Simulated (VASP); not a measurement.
# InSe (C2/m) in VASP: further runs, part 2 of 2

VASP 6.6.1. Earlier steps stand in the parts before.

### 3 Single point, PBEsol (strain +0.0600 x Voigt [1, -1, 0, 0, 0, 0])

INCAR

```
SYSTEM = InSe
PREC = Accurate
ENCUT = 520
EDIFF = 1E-6
ISMEAR = 0
SIGMA = 0.05
LREAL = .False.
LASPH = .True.
NELM = 100
ALGO = Normal
ISIF = 2
LWAVE = .False.
LCHARG = .False.
GGA = PS
NBANDS = 27
```

KPOINTS

```
regular mesh
0
Gamma
  8 8 6
  0 0 0
```

POSCAR

```
InSe
1.0
    6.2274220288     -1.9319577970     -0.0052948673
    6.2274220288      1.9319577970     -0.0052948673
   -1.7014258244      0.0000000000      4.2720903652
In Se
2 2
Direct
    0.8858026589      0.8858026589      0.0290539339
    0.1141973411      0.1141973411      0.9709460661
    0.6547212217      0.6547212217      0.6374867706
    0.3452787783      0.3452787783      0.3625132294
```

Potentials or basis: VASP PAW PBE potentials, release 64 (In_d, Se).

Run with:

```
$ cat potpaw_PBE.64/In_d/POTCAR potpaw_PBE.64/Se/POTCAR > POTCAR
$ mpirun -np 1 vasp_std > vasp.out
```

OUTCAR:

```text
SYSTEM = InSe
   PREC = Accurate
   ENCUT = 520
   EDIFF = 1E-6
   ISMEAR = 0
   LREAL = .False.
   LASPH = .True.
   NELM = 100
   ISIF = 2
   GGA = PS

 ion  position               nearest neighbor table
   1  0.886  0.886  0.029-   4 2.63   4 2.63   3 2.77   2 2.95   2 3.82   2 3.82
   2  0.114  0.114  0.971-   3 2.63   3 2.63   4 2.77   1 2.95   1 3.82   1 3.82
   3  0.655  0.655  0.637-   2 2.63   2 2.63   1 2.77
   4  0.345  0.345  0.363-   1 2.63   1 2.63   2 2.77

  Warning from LATTYP: Got some problem with cell dimensions!
  Tried to take original basis but could not verify dimensions!
  LATTYP: Found a base centered monoclinic cell.
 ALAT       =    12.4402870486
 B/A-ratio  =     0.3105969805
 C/A-ratio  =     0.3696405993
 COS(beta)  =    -0.3680563611

  Lattice vectors:

 A1 = (  -4.5259962044,   1.9319577970,  -4.2667954979)
 A2 = (  -4.5259962044,  -1.9319577970,  -4.2667954979)
 A3 = (  -1.7014258244,   0.0000000000,   4.2720903652)

Analysis of symmetry for initial positions (statically):
=====================================================================
 Subroutine PRICEL returns:
 Original cell was already a primitive cell.

 Routine SETGRP: Setting up the symmetry group for a
 base centered monoclinic supercell.

 Subroutine GETGRP returns: Found  4 space group operations
 (whereof  4 operations were pure point group operations)
 out of a pool of  4 trial point group operations.

The static configuration has the point symmetry C_2h.

Analysis of symmetry for dynamics (positions and initial velocities):
=====================================================================
 Subroutine PRICEL returns:
 Original cell was already a primitive cell.

 Routine SETGRP: Setting up the symmetry group for a
 base centered monoclinic supercell.

 Subroutine GETGRP returns: Found  4 space group operations
 (whereof  4 operations were pure point group operations)
 out of a pool of  4 trial point group operations.

The dynamic configuration has the point symmetry C_2h.

 Subroutine INISYM returns: Found  4 space group operations
 (whereof  4 operations are pure point group operations),
 and found     1 'primitive' translations

----------------------------------------------------------------------------------------

                                     Primitive cell

  volume of cell :     102.7612

  direct lattice vectors                    reciprocal lattice vectors
     6.227422029 -1.931957797 -0.005294867     0.080317243 -0.258804825  0.031987580
     6.227422029  1.931957797 -0.005294867     0.080317243  0.258804825  0.031987580
    -1.701425824  0.000000000  4.272090365     0.000199092  0.000000000  0.234156737

  length of vectors
     6.520220402  6.520220402  4.598435160     0.272862607  0.272862607  0.234156822

  position of ions in fractional coordinates (direct lattice)
     0.885802659  0.885802659  0.029053934
     0.114197341  0.114197341  0.970946066
     0.654721222  0.654721222  0.637486771
     0.345278778  0.345278778  0.362513229

  ion indices of the primitive-cell ions
   primitive index   ion index
                 1           1
                 2           2
                 3           3
                 4           4

[... 26 lines left out ...]
 Following reciprocal coordinates:
            Coordinates               Weight
  0.000000  0.000000  0.000000      1.000000
  0.125000  0.000000 -0.000000      4.000000
  0.250000  0.000000 -0.000000      4.000000
  0.375000 -0.000000  0.000000      4.000000
  0.500000  0.000000 -0.000000      2.000000
  0.125000  0.125000  0.000000      2.000000
[... 16 lines left out ...]
  0.125000 -0.000000  0.166667      4.000000
  0.250000 -0.000000  0.166667      4.000000
 [... further k-points ...]
   k-points           NKPTS =    114   k-points in BZ     NKDIM =    114   number of bands    NBANDS=     27
   number of dos      NEDOS =    301   number of ions     NIONS =      4
   total plane-waves  NPLWV =  82944
   dimension x,y,z NGX =    48 NGY =   48 NGZ =   36
   dimension x,y,z NGXF=    96 NGYF=   96 NGZF=   72
   ions per type =               2   2
   NGX,Y,Z   is equivalent  to a cutoff of  12.24, 12.24, 13.01 a.u.
   NGXF,Y,Z  is equivalent  to a cutoff of  24.48, 24.48, 26.03 a.u.
 SYSTEM =  InSe
   PREC   = accura    normal or accurate (medium, high low for compatibility)
   ISTART =      0    job   : 0-new  1-cont  2-samecut
   ICHARG =      2    charge: 1-file 2-atom 10-const
   ISPIN  =      1    spin polarized calculation?
   LNONCOLLINEAR =      F non collinear calculations
   LSORBIT =      F    spin-orbit coupling
   LASPH  =      T    aspherical Exc in radial PAW
   ENCUT  =  520.0 eV  38.22 Ry    6.18 a.u.  12.12 12.12  8.55*2*pi/ulx,y,z
   NELM   =    100;   NELMIN=  2; NELMDL= -5     # of ELM steps
   EDIFF  = 0.1E-05   stopping-criterion for ELM
   LREAL  =      F    real-space projection
   EDIFFG = 0.1E-04   stopping-criterion for IOM
   NSW    =      0    number of steps for IOM
   IBRION =     -1    ionic relax: 0-MD 1-quasi-New 2-CG
   NFREE  =      0    steps in history (QN), initial steepest desc. (CG)
   ISIF   =      2    stress and relaxation
   ISYM   =      2    0-nonsym 1-usesym 2-fastsym
   POTIM  = 0.5000    time-step for ionic-motion
   TEBEG  =    0.0;   TEEND  =   0.0 temperature during run
   PSTRESS=    0.0 pullay stress
   NELECT =      38.0000    total number of electrons
   NUPDOWN=      -1.0000    fix difference up-down
   EMIN   =  10.00;   EMAX   =-10.00  energy-range for DOS
   EFERMI =   0.00;   METHOD = LEGACY
   ISMEAR =     0;   SIGMA  =   0.05  broadening in eV -4-tet -1-fermi 0-gaus
   EFERMI_NEDOS =   21; number of points for ismear=-14 and -15
   IALGO  =     38    algorithm
   IMIX   =      4    mixing-type and parameters
     AMIX     =   0.40;   BMIX     =  1.00
     AMIX_MAG =   1.60;   BMIX_MAG =  1.00
  volume/ion in A,a.u.               =      25.69       173.37
  Fermi-wavevector in a.u.,A,eV,Ry     =   1.175059  2.220539 18.786424  1.380763
  Thomas-Fermi vector in A             =   2.311446
   LORBIT       =      0    0 simple, 1 ext, 2 COOP (PROOUT), +10 PAW based schemes
   GGA     = PS    functional components
   LHFCALC =     F    Hartree Fock is set to
   AEXX    =    0.0000 exact exchange contribution
   IVDW    =     0    specifies the selected vdW correction
   LEPSILON=     F    determine dielectric tensor
   LRPA    =     F    only Hartree local field effects (RPA)
 non-spin polarized calculation
 Gauss-broadening in eV      SIGMA  =   0.05
  energy-cutoff  :      520.00
  volume of cell :      102.76
 maximum number of plane-waves:      2791
   NGX = 25   NGY = 25   NGZ = 17

 number of electron      38.0000004 magnetization

 Free energy of the ion-electron system (eV)
  ---------------------------------------------------
  ext. energy  EPLUGINS =         0.00000000
  ---------------------------------------------------
  free energy    TOTEN  =       -15.35394473 eV

  energy without entropy =      -15.35387041  energy(sigma->0) =      -15.35390757

 E-fermi :   5.2363     XC(G=0):  -9.8489

 val. band max:        5.1771512443   @ k =  -0.2500  -0.2500   0.3333
 cond. band min:       5.2921496285   @ k =   0.5000   0.5000   0.0000
 fundamental gap:      0.1149983842
 Fermi energy:         5.2362537906

 k-point     1 :       0.0000    0.0000    0.0000
  band No.  band energies     occupation
      1      -9.6196      2.00000
      2      -9.4125      2.00000
      3      -9.3118      2.00000
      4      -9.2796      2.00000
      5      -9.2569      2.00000
      6      -9.2540      2.00000
[... 709 lines left out ...]
     26      12.0563      0.00000
     27      12.7386      0.00000

 [... further k-points ...]

------------------------ aborting loop because EDIFF is reached ----------------------------------------

  FORCE on cell =-STRESS in cart. coord.  units (eV):
  Direction    XX          YY          ZZ          XY          YZ          ZX
  --------------------------------------------------------------------------------------
  -------------------------------------------------------------------------------------
  Total       -3.1157560      3.3055179      0.7059339      0.0000000      0.0000000     -0.8332950
  in kB      -48.5785731     51.5372010     11.0064013      0.0000000      0.0000000    -12.9921213
  external PRESSURE =       4.6550097 kB  Pullay stress =       0.0000000 kB

 VOLUME and BASIS-vectors are now :
 -----------------------------------------------------------------------------
  energy-cutoff  :      520.00
  volume of cell :      102.76
      direct lattice vectors                 reciprocal lattice vectors
     6.227422029 -1.931957797 -0.005294867     0.080317243 -0.258804825  0.031987580
     6.227422029  1.931957797 -0.005294867     0.080317243  0.258804825  0.031987580
    -1.701425824  0.000000000  4.272090365     0.000199092  0.000000000  0.234156737

 POSITION                                       TOTAL-FORCE (eV/Angst)
 -----------------------------------------------------------------------------------
     10.98310      0.00000      0.11474         0.538199      0.000000     -0.369550
     -0.22968      0.00000      4.14676        -0.538199      0.000000      0.369550
      7.06981      0.00000      2.71647         0.302997      0.000000     -0.233264
      3.68360      0.00000      1.54503        -0.302997      0.000000      0.233264
 -----------------------------------------------------------------------------------
    total drift:                               -0.000000     -0.000000      0.000000

  FREE ENERGIE OF THE ION-ELECTRON SYSTEM (eV)
  ---------------------------------------------------
  free  energy   TOTEN  =       -15.3539447325 eV

  energy  without entropy=      -15.3538704096  energy(sigma->0) =      -15.35390757
```

Run time: 5.5 min. Hardware: 1 thread of Intel Xeon Platinum 8375C at 2.90GHz (Ice Lake), shared host; peak memory 0.46 GiB.

Results:

* Free energy: -15.3539 eV
* Pressure: 0.5 GPa
* Largest force: 0.653 eV/Å
* Band gap on the k mesh: 0.11 eV (least direct gap 0.64 eV)

Forces on the atoms (eV/Å):
```
In   0.538  0.000 -0.370
In  -0.538  0.000  0.370
Se   0.303  0.000 -0.233
Se  -0.303  0.000  0.233
```

Levels at points of the mesh, in eV from the valence-band top:
| k point | band 17 | band 18 | band 19 | band 20 | band 21 | band 22 |
| --- | --- | --- | --- | --- | --- | --- |
| (0.00, 0.00, 0.00) | -2.21 | -2.14 | -1.38 | 1.81 | 3.58 | 4.07 |
| (0.50, 0.00, 0.00) | -1.92 | -1.82 | -1.22 | 1.23 | 1.96 | 2.78 |
| (0.50, 0.50, 0.00) | -1.73 | -0.94 | -0.53 | 0.11 | 1.70 | 3.03 |
| (0.00, 0.00, 0.50) | -1.67 | -1.13 | -0.26 | 1.27 | 2.39 | 3.72 |
| (0.50, 0.00, 0.50) | -2.87 | -2.65 | -2.33 | 1.20 | 2.70 | 3.87 |
| (0.50, 0.50, 0.50) | -1.46 | -1.37 | -0.19 | 2.30 | 2.68 | 3.06 |

Caveat: the cell differs from its parent crystal (strain +0.0600 x Voigt [1, -1, 0, 0, 0, 0]); the PAW data sets were made with another functional, which shifts forces and pressure a little; spin-orbit coupling is left out, which moves the levels of the heavy elements. A k mesh can miss the band edges.

### 4 Single point, PBEsol (strain +0.0450 x Voigt [1, -1, 0, 0, 0, 0])

INCAR

```
SYSTEM = InSe
PREC = Accurate ; ENCUT = 520
EDIFF = 1E-7 ; ISMEAR = 0
SIGMA = 0.05 ; LREAL = .FALSE.
LASPH = .TRUE. ; NELM = 60
ALGO = Normal ; ISIF = 2
LWAVE = .FALSE. ; LCHARG = .FALSE.
GGA = PS ; NBANDS = 27
```

KPOINTS

```
regular mesh
0
G
  8 8 6
  0 0 0
```

POSCAR

```
InSe
1.0
    6.1392981322     -1.9627869108     -0.0052948673
    6.1392981322      1.9627869108     -0.0052948673
   -1.6773490439      0.0000000000      4.2720903652
In Se
2 2
Direct
    0.8858026589      0.8858026589      0.0290539339
    0.1141973411      0.1141973411      0.9709460661
    0.6547212217      0.6547212217      0.6374867706
    0.3452787783      0.3452787783      0.3625132294
```

Potentials or basis: VASP PAW PBE potentials, release 64 (In_d, Se).

Run with:

```
$ cat potpaw_PBE.64/In_d/POTCAR potpaw_PBE.64/Se/POTCAR > POTCAR
$ mpirun -np 1 vasp_std > vasp.out
```

OUTCAR:

```text
SYSTEM = InSe
   PREC = Accurate
   ENCUT = 520
   EDIFF = 1E-7
   ISMEAR = 0
   LREAL = .FALSE.
   LASPH = .TRUE.
   NELM = 60
   ISIF = 2
   GGA = PS

 ion  position               nearest neighbor table
   1  0.886  0.886  0.029-   4 2.65   4 2.65   3 2.75   2 2.91   2 3.79   2 3.79
   2  0.114  0.114  0.971-   3 2.65   3 2.65   4 2.75   1 2.91   1 3.79   1 3.79
   3  0.655  0.655  0.637-   2 2.65   2 2.65   1 2.75
   4  0.345  0.345  0.363-   1 2.65   1 2.65   2 2.75

  LATTYP: Found a base centered monoclinic cell.
 ALAT       =    12.2786008310
 B/A-ratio  =     0.3197085625
 C/A-ratio  =     0.3737869890
 COS(beta)  =    -0.3662715219

  Lattice vectors:

 A1 = (   6.1392981322,  -1.9627869108,  -0.0052948673)
 A2 = (   6.1392981322,   1.9627869108,  -0.0052948673)
 A3 = (  -1.6773490439,   0.0000000000,   4.2720903652)

Analysis of symmetry for initial positions (statically):
=====================================================================
 Subroutine PRICEL returns:
 Original cell was already a primitive cell.

 Routine SETGRP: Setting up the symmetry group for a
[... 171 lines left out ...]

 E-fermi :   5.2519     XC(G=0):  -9.8395

 val. band max:        5.1222330764   @ k =  -0.2500  -0.2500   0.3333
 cond. band min:       5.3815356426   @ k =   0.3750   0.3750   0.0000
 fundamental gap:      0.2593025663
 Fermi energy:         5.2518840771

 k-point     1 :       0.0000    0.0000    0.0000
  band No.  band energies     occupation
      1      -9.6329      2.00000
      2      -9.4473      2.00000
      3      -9.3183      2.00000
      4      -9.2962      2.00000
      5      -9.2677      2.00000
      6      -9.2657      2.00000
[... 709 lines left out ...]
     26      11.9012      0.00000
     27      12.6999      0.00000

 [... further k-points ...]

------------------------ aborting loop because EDIFF is reached ----------------------------------------

  FORCE on cell =-STRESS in cart. coord.  units (eV):
  Direction    XX          YY          ZZ          XY          YZ          ZX
  --------------------------------------------------------------------------------------
  -------------------------------------------------------------------------------------
  Total       -2.5078577      2.4056513      0.4761368      0.0000000      0.0000000     -0.6636781
  in kB      -39.0389621     37.4479491      7.4118587      0.0000000      0.0000000    -10.3312499
  external PRESSURE =       1.9402819 kB  Pullay stress =       0.0000000 kB

 VOLUME and BASIS-vectors are now :
 -----------------------------------------------------------------------------
  energy-cutoff  :      520.00
  volume of cell :      102.92
      direct lattice vectors                 reciprocal lattice vectors
     6.139298132 -1.962786911 -0.005294867     0.081470122 -0.254739828  0.031987580
     6.139298132  1.962786911 -0.005294867     0.081470122  0.254739828  0.031987580
    -1.677349044  0.000000000  4.272090365     0.000201950  0.000000000  0.234156737

 POSITION                                       TOTAL-FORCE (eV/Angst)
 -----------------------------------------------------------------------------------
     10.82768      0.00000      0.11474         0.420036      0.000000     -0.279969
     -0.22643      0.00000      4.14676        -0.420036      0.000000      0.279969
      6.96977      0.00000      2.71647         0.225883      0.000000     -0.165998
      3.63148      0.00000      1.54503        -0.225883      0.000000      0.165998
 -----------------------------------------------------------------------------------
    total drift:                               -0.000000     -0.000000      0.000000

  FREE ENERGIE OF THE ION-ELECTRON SYSTEM (eV)
  ---------------------------------------------------
  free  energy   TOTEN  =       -15.4393350834 eV

  energy  without entropy=      -15.4393347302  energy(sigma->0) =      -15.43933491
```

Wall time 5.8 min (1 thread of Intel Xeon Platinum 8375C at 2.90GHz (Ice Lake), shared host); peak memory 0.46 GiB.

Results:

| Item | Value |
| --- | --- |
| Free energy | -15.4393 eV |
| Pressure | 0.2 GPa |
| Largest force | 0.505 eV/Å |
| Band gap on the k mesh | 0.26 eV (least direct gap 0.86 eV) |

Forces in eV/Å, atoms in the order of the input:
```
In   0.420  0.000 -0.280
In  -0.420  0.000  0.280
Se   0.226  0.000 -0.166
Se  -0.226  0.000  0.166
```

Caveat: the cell differs from its parent crystal (strain +0.0450 x Voigt [1, -1, 0, 0, 0, 0]); the PAW data sets were made with another functional, which shifts forces and pressure a little; spin-orbit coupling is left out, which moves the levels of the heavy elements. A k mesh can miss the band edges.

### 5 Summary

| cell | gap on the mesh (eV) | pressure (GPa) | largest force (eV/Å) |
| --- | --- | --- | --- |
| a = 5.937, b = 5.937, c = 4.531 Å, angles 108.1, 108.1, 43.1°, 4 atoms | 0.39 | 1.6 | 0.87 |
| a = 6.520, b = 6.520, c = 4.598 Å, angles 110.7, 110.7, 34.5°, 4 atoms | 0.11 | 0.5 | 0.65 |
| a = 6.445, b = 6.445, c = 4.590 Å, angles 110.4, 110.4, 35.5°, 4 atoms | 0.26 | 0.2 | 0.50 |

Alike in all rows: task single point; level PBEsol; potentials or basis VASP PAW PBE potentials, release 64 (In_d, Se); no spin polarisation; k mesh 8 × 8 × 6; cutoff (eV) 520; smearing gaussian 0.05 eV.

Caveats: the PAW data sets were made with another functional, which shifts forces and pressure a little; spin-orbit coupling is left out, which moves the levels of the heavy elements.

Absolute energies hang on the potentials; compare differences alone.
